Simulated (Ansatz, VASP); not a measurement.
# One calculation of Ni, two programs

```
CELL_PARAMETERS angstrom
0.00000 1.75969 1.75969
1.75969 0.00000 1.75969
1.75969 1.75969 0.00000
ATOMIC_POSITIONS crystal
Ni 0.00000 0.00000 0.00000
```

Alike in both runs: task single point; functional PBE; k mesh 15 × 15 × 15; occupations fermi-dirac, width 0.03 eV; collinear spin.

|  | VASP | Ansatz |
| --- | --- | --- |
| version | VASP 6.6.1 | Ansatz 0.2.0 |
| potentials or method | VASP PAW PBE potentials, release 64 (Ni), cutoff 520 eV | plane waves (420 eV) with PAW, scalar-relativistic |
| valence electrons in the cell | 10 | 18 |

|  | VASP | Ansatz | Ansatz less VASP |
| --- | --- | --- | --- |
| pressure (GPa) | -0.2 | 0.0 | +0.14 |
| net moment per atom (μB) | 0.64 | 0.66 | +0.017 |
| size of the moment on the site where the two differ most (μB) | 0.66 | 0.70 | +0.044 |

Site moments also hang on the region over which each program counts them. VASP's potentials hold 10 valence electrons a cell and Ansatz's 18, so a difference there can come from the potentials and not from the codes.
